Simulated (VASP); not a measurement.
Input of a VASP 6.6.1 run:

The input INCAR:

```
SYSTEM = Sb
PREC = Accurate
ENCUT = 500
EDIFF = 1E-6
ISMEAR = -1
SIGMA = 0.1
LREAL = .FALSE.
LASPH = .TRUE.
NELM = 120
ALGO = Normal
ISIF = 2
LWAVE = .FALSE.
LCHARG = .FALSE.
GGA = CA
NBANDS = 12
GGA_COMPAT = .FALSE.
```

Contents of KPOINTS:

```
Automatic mesh
0
G
  6 6 6
  0 0 0
```

The input POSCAR:

```
Sb
1.0
    1.9550350971      1.1287400396      3.4936620633
   -1.9550350971      1.1287400396      3.4936620633
    0.0000000000     -2.2574800791      3.4936620633
Sb
2
Direct
    0.2499274548      0.2499274548      0.2499274548
    0.7500725452      0.7500725452      0.7500725452
```

Potentials or basis: VASP PAW LDA potentials, release 64 (Sb).

Launch:

```sh
$ cat potpaw_LDA.64/Sb/POTCAR > POTCAR
$ mpirun -np 1 vasp_std > vasp.out
```

Predict the pressure.

20.9 GPa.

Estimate the band gap on the k mesh.

zero (band 5 reaches 11.53 eV, above the bottom of band 6 at 9.83 eV).

Stress tensor (GPa, compression positive):
```
20.80  0.00  0.00
 0.00 20.80  0.00
 0.00  0.00 21.00
```

Caveat: spin-orbit coupling is left out, which moves the levels of the heavy elements.
